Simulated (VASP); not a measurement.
# Pt: single point with PBE

Crystal: Pt.

```
CELL_PARAMETERS angstrom
0.00000 1.96090 1.96090
1.96090 0.00000 1.96090
1.96090 1.96090 0.00000
ATOMIC_POSITIONS crystal
Pt 0.00000 0.00000 0.00000
```

| Item | Value |
| --- | --- |
| Program | VASP 6.6.1 |
| Task | single point |
| Functional | PBE |
| Potentials or basis | VASP PAW PBE potentials, release 64 (Pt) |
| Cutoff | 520 eV |
| k mesh | 12 × 12 × 12 |
| Occupations | gaussian, width 0.023 eV |
| Spin | no spin polarisation |
| Dipole correction | no |
| Further INCAR settings | ALGO = Fast; EDIFF = 1e-07; NBANDS = 11 |

- Pressure: 9.7 GPa
- Band gap on the k mesh: zero (band 5 reaches 11.78 eV, above the bottom of band 6 at 9.54 eV)

Levels at points of the mesh, in eV from the Fermi level:
| k point | band 1 | band 2 | band 3 | band 4 | band 5 | band 6 | band 7 | band 8 | band 9 | band 10 |
| --- | --- | --- | --- | --- | --- | --- | --- | --- | --- | --- |
| (0.00, 0.00, 0.00) | -10.25 | -3.81 | -3.81 | -3.81 | -1.65 | -1.65 | 14.61 | 19.58 | 19.58 | 19.58 |
| (0.50, 0.00, 0.00) | -7.35 | -3.87 | -3.87 | -0.50 | 0.02 | 0.02 | 5.82 | 14.18 | 18.96 | 18.96 |
| (0.50, 0.50, 0.00) | -7.10 | -6.64 | -0.01 | 0.48 | 0.48 | 1.75 | 8.86 | 11.37 | 11.37 | 20.12 |

It took 5.6 s on 1 thread of Intel(R) Xeon(R) 6975P-C (Granite Rapids), on a shared host, peak memory 0.14 GiB.

Caveat: spin-orbit coupling is left out, which moves the levels of the heavy elements.
